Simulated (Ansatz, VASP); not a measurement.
## LiAl32 in VASP and in Ansatz

```xyz
33
Lattice="8.1000 0.0000 0.0000 0.0000 8.1000 0.0000 0.0000 0.0000 8.1000" Properties=species:S:1:pos:R:3 pbc="T T T"
Al    4.0504   -0.0001   -0.1029
Al    6.0810    2.0190    0.0049
Al    5.7207    0.0003    2.0277
Al   -0.0003    0.0003   -0.3646
Al    2.0189    2.0186    0.0052
Al    4.0499    4.0501   -0.0260
Al    6.0814    6.0811    0.0052
Al    2.3813    0.0003    2.0278
Al    4.0504    2.1280    2.0242
Al    5.9720    4.0496    2.0242
Al    4.0504   -0.0001    4.1530
Al    6.0777    2.0223    4.0464
Al    5.9719   -0.0001    6.0718
Al    0.0001    4.0496   -0.1029
Al    2.0185    6.0815    0.0056
Al   -0.0003    2.3793    2.0277
Al    2.1280    4.0496    2.0242
Al    4.0504    5.9720    2.0242
Al   -0.0003    0.0003    4.3963
Al    2.0221    2.0219    4.0460
Al    4.0499    4.0501    4.0758
Al    6.0781    6.0779    4.0460
Al    2.1281   -0.0001    6.0718
Al    4.0499    2.0509    6.0757
Al    6.0491    4.0501    6.0757
Al   -0.0003    5.7187    2.0278
Al    0.0001    4.0496    4.1530
Al    2.0218    6.0782    4.0456
Al    0.0001    2.1281    6.0718
Al    2.0510    4.0501    6.0758
Al    4.0499    6.0490    6.0758
Al    0.0001    5.9719    6.0718
Li    0.0014    8.0986    2.0129
```

Alike in both runs: functional PBE; k mesh 2 × 2 × 2; occupations gaussian, width 0.05 eV; no spin polarisation.

Ansatz relaxed the structure, and its values are those at the end. VASP's run is a single point on that final structure, the one shown.

|  | VASP | Ansatz |
| --- | --- | --- |
| version | VASP 6.6.1 | Ansatz 0.2.0 |
| potentials or method | VASP PAW PBE potentials, release 64 (Al, Li_sv), cutoff 520 eV | scalar-relativistic, plane waves, PAW |
| valence electrons in the cell | 99 | 99 |

```tsv
	VASP	Ansatz	Ansatz less VASP
rms of the force components (eV/Å)	0.008	0.005	-0.0025
```

Ansatz's warnings: structure snapped to symmetry.

The k mesh is coarse, so the values compare programs but aren't converged. Noted on VASP's run: the cutoff is under 1.25 times that of the potentials, so the pressure is a little rough.
